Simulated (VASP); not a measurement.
# La2AlCo2C (P1) in VASP: single point with r2SCAN+U

Aim: the single point of La2AlCo2C with r2SCAN+U.

Program: VASP 6.6.1. These are calculated values, not measurements. Logs are shortened: lines on timing, memory, paths and dates and some standing lists are left out, and cuts for length are marked.

## 1. The cell of the first run

The typed cell holds 6 atoms: a = 5.892 Å, b = 4.115 Å, c = 5.650 Å, α = 67.27°, β = 116.18°, γ = 110.50°.

## 2. Single point, r2SCAN+U

File POSCAR:

```
La2AlCo2C
1.0
   -2.0610330000      3.1662730000      4.5207430000
    4.1143710000      0.0410160000     -0.0311360000
    2.1209880000      2.9345540000     -4.3372570000
La Co Al C
2 2 1 1
Direct
    0.1994300000      0.6785980000      0.8141210000
    0.8039420000      0.3067210000      0.1768660000
    0.2754460000      0.0103040000      0.2690750000
    0.7183050000      0.0182340000      0.7102830000
    0.5029020000      0.5088790000      0.5019980000
    0.0015240000      0.0117820000      0.0085700000
```

File INCAR.step1:

```
SYSTEM = La2AlCo2C
  PREC = Accurate
  ENCUT = 660
  ISMEAR = -1
  SIGMA = 0.1
  LREAL = .FALSE.
  LASPH = .TRUE.
  NELM = 200
  LMAXMIX = 6
  LDAU = .TRUE.
  LDAUTYPE = 2
  LDAUL = 3 -1 -1 -1
  LDAUU = 6.73 0 0 0
  LDAUJ = 0 0 0 0
  NBANDS = 32
  GGA = PE
  ALGO = Normal
  EDIFF = 1E-5
  LWAVE = .TRUE.
  LCHARG = .FALSE.
  GGA_COMPAT = .FALSE.
```

File INCAR.step2:

```
SYSTEM = La2AlCo2C
  PREC = Accurate
  ENCUT = 660
  EDIFF = 1E-6
  ISMEAR = -1
  SIGMA = 0.1
  LREAL = .FALSE.
  LASPH = .TRUE.
  NELM = 200
  ALGO = Normal
  ISIF = 2
  LWAVE = .FALSE.
  LCHARG = .FALSE.
  LMAXMIX = 6
  LDAU = .TRUE.
  LDAUTYPE = 2
  LDAUL = 3 -1 -1 -1
  LDAUU = 6.73 0 0 0
  LDAUJ = 0 0 0 0
  LDAUPRINT = 1
  METAGGA = R2SCAN
  LMIXTAU = .TRUE.
  NBANDS = 32
  ISTART = 1
  GGA_COMPAT = .FALSE.
```

File KPOINTS:

```
Automatic mesh
0
Gamma
  4 5 4
  0 0 0.5
```

Potentials or basis: VASP PAW PBE potentials, release 64 (La, Co, Al, C).

Started as:

```sh
$ cat potpaw_PBE.64/La/POTCAR potpaw_PBE.64/Co/POTCAR potpaw_PBE.64/Al/POTCAR potpaw_PBE.64/C/POTCAR > POTCAR
$ cp INCAR.step1 INCAR
$ mpirun -np 1 vasp_std > vasp.out
$ cp INCAR.step2 INCAR
$ mpirun -np 1 vasp_std > vasp.out
```

OUTCAR:

```text
SYSTEM = La2AlCo2C
   PREC = Accurate
   ENCUT = 660
   EDIFF = 1E-6
   ISMEAR = -1
   LREAL = .FALSE.
   LASPH = .TRUE.
   NELM = 200
   ISIF = 2
   METAGGA = R2SCAN
   ISTART = 1

 ion  position               nearest neighbor table
   1  0.199  0.679  0.814-   6 2.58   6 2.80   3 2.96   3 3.01   4 3.10   3 3.15   4 3.18   4 3.32
                             2 3.36   5 3.38   5 3.38   5 3.44
   2  0.804  0.307  0.177-   6 2.57   6 2.67   4 2.98   4 3.07   4 3.11   3 3.12   3 3.18   3 3.26
                             5 3.32   1 3.36   5 3.38   5 3.51
   3  0.275  0.010  0.269-   6 1.64   5 2.46   5 2.52   4 2.70   1 2.96   1 3.01   2 3.12   1 3.15
                             2 3.18   2 3.26
   4  0.718  0.018  0.710-   6 1.77   5 2.39   5 2.47   3 2.70   2 2.98   2 3.07   1 3.10   2 3.11
                             1 3.18   1 3.32
   5  0.503  0.509  0.502-   4 2.39   3 2.46   4 2.47   3 2.52   2 3.32   1 3.38   2 3.38   1 3.38
                             1 3.44   2 3.51
   6  0.002  0.012  0.009-   3 1.64   4 1.77   2 2.57   1 2.58   2 2.67   1 2.80

  LATTYP: Found a triclinic cell.
 ALAT       =     5.8872294576
 B/A-ratio  =     1.0368000950
 C/A-ratio  =     0.6989184426
 COS(alpha) =     0.0195573958
 COS(beta)  =     0.3484109216
 COS(gamma) =     0.5708650637

  Lattice vectors:

 A1 = (  -2.0533380000,  -3.2072890000,  -4.4896070000)
 A2 = (  -0.0599550000,  -6.1008270000,  -0.1834860000)
 A3 = (  -4.1143710000,  -0.0410160000,   0.0311360000)

Analysis of symmetry for initial positions (statically):
=====================================================================
 Subroutine PRICEL returns:
 Original cell was already a primitive cell.

 Routine SETGRP: Setting up the symmetry group for a
 triclinic supercell.

 Subroutine GETGRP returns: Found  1 space group operations
 (whereof  1 operations were pure point group operations)
 out of a pool of  2 trial point group operations.

The static configuration has the point symmetry C_1 .

Analysis of symmetry for dynamics (positions and initial velocities):
=====================================================================
 Subroutine PRICEL returns:
 Original cell was already a primitive cell.

 Routine SETGRP: Setting up the symmetry group for a
 triclinic supercell.

 Subroutine GETGRP returns: Found  1 space group operations
 (whereof  1 operations were pure point group operations)
 out of a pool of  2 trial point group operations.

The dynamic configuration has the point symmetry C_1 .

 Subroutine INISYM returns: Found  1 space group operations
 (whereof  1 operations are pure point group operations),
 and found     1 'primitive' translations

----------------------------------------------------------------------------------------

                                     Primitive cell

  volume of cell :     110.6611

  direct lattice vectors                    reciprocal lattice vectors
    -2.061033000  3.166273000  4.520743000    -0.000781907  0.160662089  0.108320342
     4.114371000  0.041016000 -0.031136000     0.243981864 -0.005866667  0.115341691
[... 166 lines left out ...]
  o =  0.0038  v = -0.1497 -0.0736  0.2175  0.8856 -0.0793  0.3513  0.1038  0.0000  0.0000  0.0000  0.0000  0.0000  0.0000  0.0000      0.0000  0.0000  0.0000  0.0000  0.0000  0.0000  0.0000  0.0000  0.0000  0.0000  0.0000  0.0000  0.0000  0.0000
  o =  0.0043  v = -0.2566 -0.2204  0.8837 -0.1620  0.1011 -0.2444 -0.0916  0.0000  0.0000  0.0000  0.0000  0.0000  0.0000  0.0000      0.0000  0.0000  0.0000  0.0000  0.0000  0.0000  0.0000  0.0000  0.0000  0.0000  0.0000  0.0000  0.0000  0.0000
  o =  0.0043  v =  0.0000  0.0000  0.0000  0.0000  0.0000  0.0000  0.0000 -0.2566 -0.2204  0.8837 -0.1620  0.1011 -0.2444 -0.0916      0.0000  0.0000  0.0000  0.0000  0.0000  0.0000  0.0000  0.0000  0.0000  0.0000  0.0000  0.0000  0.0000  0.0000
  o =  0.0056  v = -0.2268 -0.6297 -0.0822 -0.3273 -0.3794  0.5346  0.0918  0.0000  0.0000  0.0000  0.0000  0.0000  0.0000  0.0000      0.0000  0.0000  0.0000  0.0000  0.0000  0.0000  0.0000  0.0000  0.0000  0.0000  0.0000  0.0000  0.0000  0.0000
  o =  0.0056  v =  0.0000  0.0000  0.0000  0.0000  0.0000  0.0000  0.0000 -0.2268 -0.6297 -0.0822 -0.3273 -0.3794  0.5346  0.0918      0.0000  0.0000  0.0000  0.0000  0.0000  0.0000  0.0000  0.0000  0.0000  0.0000  0.0000  0.0000  0.0000  0.0000
  o =  0.0058  v =  0.0099  0.6728  0.3072 -0.2760 -0.0821  0.5949  0.1269  0.0000  0.0000  0.0000  0.0000  0.0000  0.0000  0.0000      0.0000  0.0000  0.0000  0.0000  0.0000  0.0000  0.0000  0.0000  0.0000  0.0000  0.0000  0.0000  0.0000  0.0000
  o =  0.0058  v =  0.0000  0.0000  0.0000  0.0000  0.0000  0.0000  0.0000  0.0099  0.6728  0.3072 -0.2760 -0.0821  0.5949  0.1269      0.0000  0.0000  0.0000  0.0000  0.0000  0.0000  0.0000  0.0000  0.0000  0.0000  0.0000  0.0000  0.0000  0.0000
  o =  0.0075  v =  0.0000  0.0000  0.0000  0.0000  0.0000  0.0000  0.0000 -0.0294 -0.1950 -0.0734 -0.0635  0.9106  0.3486  0.0308      0.0000  0.0000  0.0000  0.0000  0.0000  0.0000  0.0000  0.0000  0.0000  0.0000  0.0000  0.0000  0.0000  0.0000
  o =  0.0075  v = -0.0294 -0.1950 -0.0734 -0.0635  0.9106  0.3486  0.0308  0.0000  0.0000  0.0000  0.0000  0.0000  0.0000  0.0000      0.0000  0.0000  0.0000  0.0000  0.0000  0.0000  0.0000  0.0000  0.0000  0.0000  0.0000  0.0000  0.0000  0.0000

atom =   2  type =  1  l = 3

 onsite density matrix

spin component  1

  0.0034 -0.0003 -0.0002 -0.0001  0.0000 -0.0002  0.0000
 -0.0003  0.0056 -0.0003 -0.0000 -0.0002  0.0000  0.0001
 -0.0002 -0.0003  0.0042 -0.0002 -0.0000  0.0001 -0.0000
 -0.0001 -0.0000 -0.0002  0.0043  0.0001 -0.0008  0.0000
  0.0000 -0.0002 -0.0000  0.0001  0.0072 -0.0005 -0.0001
 -0.0002  0.0000  0.0001 -0.0008 -0.0005  0.0057 -0.0002
  0.0000  0.0001 -0.0000  0.0000 -0.0001 -0.0002  0.0026

spin component  2

  0.0034 -0.0003 -0.0002 -0.0001  0.0000 -0.0002  0.0000
 -0.0003  0.0056 -0.0003 -0.0000 -0.0002  0.0000  0.0001
 -0.0002 -0.0003  0.0042 -0.0002 -0.0000  0.0001 -0.0000
 -0.0001 -0.0000 -0.0002  0.0043  0.0001 -0.0008  0.0000
  0.0000 -0.0002 -0.0000  0.0001  0.0072 -0.0005 -0.0001
 -0.0002  0.0000  0.0001 -0.0008 -0.0005  0.0057 -0.0002
  0.0000  0.0001 -0.0000  0.0000 -0.0001 -0.0002  0.0026

 occupancies and eigenvectors

  o =  0.0026  v = -0.0112  0.0314 -0.0103 -0.0315 -0.0227 -0.0883 -0.9947  0.0000  0.0000  0.0000  0.0000  0.0000  0.0000  0.0000      0.0000  0.0000  0.0000  0.0000  0.0000  0.0000  0.0000  0.0000  0.0000  0.0000  0.0000  0.0000  0.0000  0.0000
  o =  0.0026  v =  0.0000  0.0000  0.0000  0.0000  0.0000  0.0000  0.0000 -0.0112  0.0314 -0.0103 -0.0315 -0.0227 -0.0883 -0.9947      0.0000  0.0000  0.0000  0.0000  0.0000  0.0000  0.0000  0.0000  0.0000  0.0000  0.0000  0.0000  0.0000  0.0000
  o =  0.0032  v =  0.9069  0.1357  0.2511  0.2696  0.0110  0.1495 -0.0306  0.0000  0.0000  0.0000  0.0000  0.0000  0.0000  0.0000      0.0000  0.0000  0.0000  0.0000  0.0000  0.0000  0.0000  0.0000  0.0000  0.0000  0.0000  0.0000  0.0000  0.0000
  o =  0.0032  v =  0.0000  0.0000  0.0000  0.0000  0.0000  0.0000  0.0000  0.9069  0.1357  0.2511  0.2696  0.0110  0.1495 -0.0306      0.0000  0.0000  0.0000  0.0000  0.0000  0.0000  0.0000  0.0000  0.0000  0.0000  0.0000  0.0000  0.0000  0.0000
  o =  0.0040  v =  0.0000  0.0000  0.0000  0.0000  0.0000  0.0000  0.0000  0.3521  0.0023 -0.1357 -0.8477 -0.0364 -0.3666  0.0578      0.0000  0.0000  0.0000  0.0000  0.0000  0.0000  0.0000  0.0000  0.0000  0.0000  0.0000  0.0000  0.0000  0.0000
  o =  0.0040  v =  0.3521  0.0023 -0.1357 -0.8477 -0.0364 -0.3666  0.0578  0.0000  0.0000  0.0000  0.0000  0.0000  0.0000  0.0000      0.0000  0.0000  0.0000  0.0000  0.0000  0.0000  0.0000  0.0000  0.0000  0.0000  0.0000  0.0000  0.0000  0.0000
  o =  0.0042  v = -0.2031  0.1326  0.9391 -0.1505 -0.0060 -0.1903  0.0185  0.0000  0.0000  0.0000  0.0000  0.0000  0.0000  0.0000      0.0000  0.0000  0.0000  0.0000  0.0000  0.0000  0.0000  0.0000  0.0000  0.0000  0.0000  0.0000  0.0000  0.0000
  o =  0.0042  v =  0.0000  0.0000  0.0000  0.0000  0.0000  0.0000  0.0000 -0.2031  0.1326  0.9391 -0.1505 -0.0060 -0.1903  0.0185      0.0000  0.0000  0.0000  0.0000  0.0000  0.0000  0.0000  0.0000  0.0000  0.0000  0.0000  0.0000  0.0000  0.0000
  o =  0.0057  v =  0.1038 -0.9552  0.1405  0.0886 -0.1629 -0.1498 -0.0185  0.0000  0.0000  0.0000  0.0000  0.0000  0.0000  0.0000      0.0000  0.0000  0.0000  0.0000  0.0000  0.0000  0.0000  0.0000  0.0000  0.0000  0.0000  0.0000  0.0000  0.0000
  o =  0.0057  v =  0.0000  0.0000  0.0000  0.0000  0.0000  0.0000  0.0000  0.1038 -0.9552  0.1405  0.0886 -0.1629 -0.1498 -0.0185      0.0000  0.0000  0.0000  0.0000  0.0000  0.0000  0.0000  0.0000  0.0000  0.0000  0.0000  0.0000  0.0000  0.0000
  o =  0.0060  v = -0.0252 -0.2055  0.1270 -0.4015  0.3439  0.8099 -0.0745  0.0000  0.0000  0.0000  0.0000  0.0000  0.0000  0.0000      0.0000  0.0000  0.0000  0.0000  0.0000  0.0000  0.0000  0.0000  0.0000  0.0000  0.0000  0.0000  0.0000  0.0000
  o =  0.0060  v =  0.0000  0.0000  0.0000  0.0000  0.0000  0.0000  0.0000 -0.0252 -0.2055  0.1270 -0.4015  0.3439  0.8099 -0.0745      0.0000  0.0000  0.0000  0.0000  0.0000  0.0000  0.0000  0.0000  0.0000  0.0000  0.0000  0.0000  0.0000  0.0000
  o =  0.0075  v =  0.0000  0.0000  0.0000  0.0000  0.0000  0.0000  0.0000  0.0292 -0.0919 -0.0250  0.1267  0.9237 -0.3476  0.0027      0.0000  0.0000  0.0000  0.0000  0.0000  0.0000  0.0000  0.0000  0.0000  0.0000  0.0000  0.0000  0.0000  0.0000
  o =  0.0075  v =  0.0292 -0.0919 -0.0250  0.1267  0.9237 -0.3476  0.0027  0.0000  0.0000  0.0000  0.0000  0.0000  0.0000  0.0000      0.0000  0.0000  0.0000  0.0000  0.0000  0.0000  0.0000  0.0000  0.0000  0.0000  0.0000  0.0000  0.0000  0.0000

 number of electron      46.9999999 magnetization

 Free energy of the ion-electron system (eV)
  ---------------------------------------------------
  ext. energy  EPLUGINS =         0.00000000
  ---------------------------------------------------
  free energy    TOTEN  =      -103.56145929 eV

  energy without entropy =     -103.44299827  energy(sigma->0) =     -103.50222878

 E-fermi :   8.9637     XC(G=0): -11.5461

 val. band max:        8.9127445733   @ k =   0.2500  -0.2000   0.1250
 cond. band min:       8.9697015716   @ k =   0.0000   0.2000   0.3750
 fundamental gap:      0.0569569983
 Fermi energy:         8.9637286253

 k-point     1 :       0.0000    0.0000    0.1250
  band No.  band energies     occupation
      1     -24.9708      2.00000
      2     -24.7476      2.00000
      3      -8.9069      2.00000
      4      -8.5421      2.00000
      5      -8.1224      2.00000
      6      -8.0286      2.00000
[... 829 lines left out ...]
     31      12.4299      0.00000
     32      13.0185      0.00000

 [... further k-points ...]

------------------------ aborting loop because EDIFF is reached ----------------------------------------

  FORCE on cell =-STRESS in cart. coord.  units (eV):
  Direction    XX          YY          ZZ          XY          YZ          ZX
  --------------------------------------------------------------------------------------
  -------------------------------------------------------------------------------------
  Total        4.3983962      5.8198136      5.5312419     -0.9345700     -0.2862385      0.3435770
  in kB       63.6810042     84.2606168     80.0826085    -13.5309215     -4.1442284      4.9743874
  external PRESSURE =      76.0080765 kB  Pullay stress =       0.0000000 kB

 VOLUME and BASIS-vectors are now :
 -----------------------------------------------------------------------------
  energy-cutoff  :      660.00
  volume of cell :      110.66
      direct lattice vectors                 reciprocal lattice vectors
    -2.061033000  3.166273000  4.520743000    -0.000781907  0.160662089  0.108320342
     4.114371000  0.041016000 -0.031136000     0.243981864 -0.005866667  0.115341691
     2.120988000  2.934554000 -4.337257000    -0.002566465  0.167500953 -0.118485681

 POSITION                                       TOTAL-FORCE (eV/Angst)
 -----------------------------------------------------------------------------------
      4.10771      3.04837     -2.65061         0.711277     -0.355116      0.587535
     -0.01986      3.07710      2.85775         0.457832      0.253012     -0.764447
      0.04540      1.66217      0.07785         0.000289      3.659237      0.051971
      0.10107      4.35946      0.16602        -0.285563     -0.362716     -0.162183
      2.12195      3.08634      0.08035         0.052417     -0.236295      0.105540
      0.06351      0.03046     -0.03065        -0.936253     -2.958121      0.181584
 -----------------------------------------------------------------------------------
    total drift:                               -0.000650     -0.008909      0.007053

  FREE ENERGIE OF THE ION-ELECTRON SYSTEM (eV)
  ---------------------------------------------------
  free  energy   TOTEN  =      -103.5614592851 eV

  energy  without entropy=     -103.4429982703  energy(sigma->0) =     -103.50222878
```

Run time: 85 min. Hardware: 1 thread of Intel Xeon 8259CL, shared host; peak memory 0.5 GiB.

What came out:

| Property | Result |
| --- | --- |
| Free energy | -103.5615 eV |
| Pressure | 7.6 GPa |
| Largest force | 3.660 eV/Å |
| Band gap on the k mesh | zero (an odd number of electrons rules out a gap without spin polarisation) |

Forces on the atoms (eV/Å):
```
La   0.711 -0.355  0.588
La   0.458  0.253 -0.764
Co   0.000  3.659  0.052
Co  -0.286 -0.363 -0.162
Al   0.052 -0.236  0.106
C   -0.936 -2.958  0.182
```

Levels at points of the mesh, in eV from the Fermi level:
```csv
k point,band 20,band 21,band 22,band 23,band 24,band 25,band 26,band 27
"(0.00, 0.00, 0.12)",-1.37,-1.27,-1.21,-0.88,-0.33,0.57,0.81,1.74
```

Eigenvalues of the final occupation matrices:
```
    site  spin  trace                         eigenvalues
site 1 f     1   0.03  0.00 0.00 0.00 0.00 0.01 0.01 0.01
site 1 f     2   0.03  0.00 0.00 0.00 0.00 0.01 0.01 0.01
site 2 f     1   0.03  0.00 0.00 0.00 0.00 0.01 0.01 0.01
site 2 f     2   0.03  0.00 0.00 0.00 0.00 0.01 0.01 0.01
```

Caveat: the cell stands under pressure; the PAW data sets were made with another functional, which shifts forces and pressure a little; spin-orbit coupling is left out, which moves the levels of the heavy elements; the run has no spin polarisation, though such a crystal can be magnetic; U without spin polarisation on a metal has little footing; the U is typed as a test and isn't derived for this compound.
